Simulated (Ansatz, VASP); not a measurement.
# Two plane-wave programs on Co

```
CELL_PARAMETERS angstrom
1.22292 0.70605 7.96417
-1.22292 0.70605 7.96417
0.00000 -1.41210 7.96417
ATOMIC_POSITIONS crystal
Co 0.87514 0.87514 0.87514
Co 0.12486 0.12486 0.12486
Co 0.70833 0.70833 0.70833
Co 0.29167 0.29167 0.29167
```

Alike in both runs: functional PBE; k mesh 21 × 21 × 21; occupations gaussian, width 0.1 eV; no spin polarisation.

Ansatz relaxed the structure, and its values are those at the end. VASP's run is a single point on that final structure, the one shown.

|  | VASP | Ansatz |
| --- | --- | --- |
| version | VASP 6.6.1 | Ansatz 0.2.0 |
| potentials or method | VASP PAW PBE potentials, release 64 (Co), cutoff 520 eV | scalar-relativistic, plane waves, PAW |
| valence electrons in the cell | 36 | 68 |

|  | VASP | Ansatz | Ansatz less VASP |
| --- | --- | --- | --- |
| gap on the k mesh at the Fermi level (eV) | none | none | - |
| pressure (GPa) | -0.8 | 0.0 | +0.77 |

A gap of «none» marks a metal or a gap that the smearing closes. VASP's potentials hold 36 valence electrons a cell and Ansatz's 68, so a difference there can come from the potentials and not from the codes.
